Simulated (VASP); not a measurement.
The system is Fe.

```
Fe
1.0
    -1.42350    1.42350    1.42350
     1.42350   -1.42350    1.42350
     1.42350    1.42350   -1.42350
Fe
1
Direct
  0.00000 0.00000 0.00000
```

Base run:

```yaml
Program: VASP 6.6.1
Functional: r2SCAN
Dispersion: D4
Potentials_or_basis: VASP PAW PBE potentials, release 64 (Fe)
Cutoff: 520 eV
k_mesh: 13 × 13 × 13
Occupations: fermi-dirac, width 0.05 eV
Spin: collinear spin, ferromagnetic start
Starting_moments: "[3.0] μB"
```

Its results: pressure 2.5 GPa; net moment 2.65 μB per cell; site moments Fe +2.71 μB.

**Question.** The run is repeated on the same cell with these changes: functional from r2SCAN to PBEsol; further incar settings from ALGO = Normal; EDIFF = 1e-06; NBANDS = 14 to ALGO = Fast; EDIFF = 1e-07; NBANDS = 14. What comes out?

**Answer.** Pressure -15.4 GPa; net moment 2.17 μB per cell; site moments Fe +2.16 μB.

Caveats: the PAW data sets were made with another functional, which shifts forces and pressure a little; pairwise dispersion overbinds metals, which lowers pressure and volume.
